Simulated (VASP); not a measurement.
MoS2, 6 atoms in the cell. The cell holds a slab with vacuum, 6 atoms: a = 3.136 Å, b = 3.136 Å, c = 45.467 Å, α = 90.00°, β = 90.00°, γ = 120.00°. 

- Program: VASP 6.6.1
- Task: single point
- Functional: PBE
- Dispersion: D3(BJ)
- Potentials or basis: VASP PAW PBE potentials, release 64 (S, Mo_sv)
- Cutoff: 520 eV
- k mesh: 18 × 18 × 1
- Occupations: gaussian, width 0.1 eV
- Spin: no spin polarisation
- Dipole correction: yes
- Further INCAR settings: ALGO = Normal; EDIFF = 1e-06; NBANDS = 35

Potentials or basis: VASP PAW PBE potentials, release 64 (S, Mo_sv).

Run with:

```sh
$ cat potpaw_PBE.64/S/POTCAR potpaw_PBE.64/Mo_sv/POTCAR > POTCAR
$ mpirun -np 1 vasp_std > vasp.out
```

Hardware: 1 thread of Intel Xeon 6975P-C, with other jobs on the host.

Question: Estimate the wall time of this run.

Answer: It took 16 min on 1 thread of Intel Xeon 6975P-C, with other jobs on the host, peak memory 0.74 GiB. Counts: scf iterations 21, k points 37.
